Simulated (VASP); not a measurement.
**Ca4Pt: single point with PBE**

Ca4Pt:

```
Ca Pt
1.0
     5.55284    0.00000    0.00000
     0.00000    5.55284    0.00000
     0.00000    0.00000    5.55284
Ca Pt
4 1
Direct
  0.00000 0.50000 0.50000
  0.50000 0.00000 0.50000
  0.50000 0.50000 0.00000
  0.00000 0.00000 0.00000
  0.50000 0.50000 0.50000
```

| Quantity | Value |
| --- | --- |
| Program | VASP 6.6.1 |
| Task | single point |
| Functional | PBE |
| Potentials or basis | VASP PAW PBE potentials, release 64 (Ca_sv, Pt) |
| Cutoff | 520 eV |
| k mesh | 8 × 8 × 8 |
| Occupations | gaussian, width 0.1 eV |
| Spin | no spin polarisation |
| Dipole correction | no |
| Further INCAR settings | ALGO = Fast; EDIFF = 1e-07; NBANDS = 33 |

| Item | Value |
| --- | --- |
| Pressure | 2.1 GPa |
| Band gap on the k mesh | zero (bands 25 and 26 overlap by 1.18 eV) |

Levels at points of the mesh, in eV from the Fermi level:
```csv
k point,band 22,band 23,band 24,band 25,band 26,band 27,band 28,band 29
"(0.00, 0.00, 0.00)",-3.34,-1.89,-0.23,-0.23,0.73,0.73,0.73,1.33
"(0.50, 0.00, 0.00)",-2.80,-2.69,-0.51,0.27,0.47,0.47,1.38,1.56
"(0.50, 0.50, 0.00)",-2.73,-1.60,-1.60,-1.01,0.72,1.01,1.22,1.40
"(0.50, 0.50, 0.50)",-2.72,-1.19,-1.19,-1.19,-0.90,0.36,0.36,0.36
```

Wall time 9.6 min on 1 thread of Intel(R) Xeon(R) 6975P-C (Granite Rapids), on a shared host, peak memory 0.37 GiB.

Caveat: spin-orbit coupling is left out, which moves the levels of the heavy elements.
